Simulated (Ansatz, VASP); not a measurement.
Ni: VASP beside Ansatz

```xyz
4
Lattice="2.4418 0.0000 0.0000 -1.2209 2.1146 0.0000 0.0000 0.0000 8.0570" Properties=species:S:1:pos:R:3 pbc="T T T"
Ni    0.0000    0.0000    0.0000
Ni    0.0000    0.0000    4.0285
Ni    0.0000    1.4098    6.0428
Ni    1.2209    0.7049    2.0143
```

Alike in both runs: functional PBEsol; k mesh 9 × 9 × 2; occupations gaussian, width 0.1 eV; collinear spin.

Ansatz relaxed the structure, and its values are those at the end. VASP's run is a single point on that final structure, the one shown.

|  | VASP | Ansatz |
| --- | --- | --- |
| version | VASP 6.6.1 | Ansatz 0.2.0 |
| potentials or method | VASP PAW PBE potentials, release 64 (Ni_sv_GW), cutoff 590 eV | scalar-relativistic, plane waves, PAW |
| valence electrons in the cell | 72 | 72 |

```tsv
	VASP	Ansatz	Ansatz less VASP
gap on the k mesh at the Fermi level (eV)	none	none	-
pressure (GPa)	-4.4	-0.2	+4.17
net moment per atom (μB)	0.61	0.61	+0.001
size of the moment on the site where the two differ most (μB)	0.64	0.64	+0.001
```

VASP's potentials were made for PBE, not for PBEsol. Site moments also hang on the region over which each program counts them. A gap of «none» marks a metal or a gap that the smearing closes. One of these differences is far larger than is usual between the two programs; its cause wasn't traced. The functional is the same, so the differences come from potentials, cutoffs and numerics.

The k mesh is coarse, so the values compare programs but aren't converged.
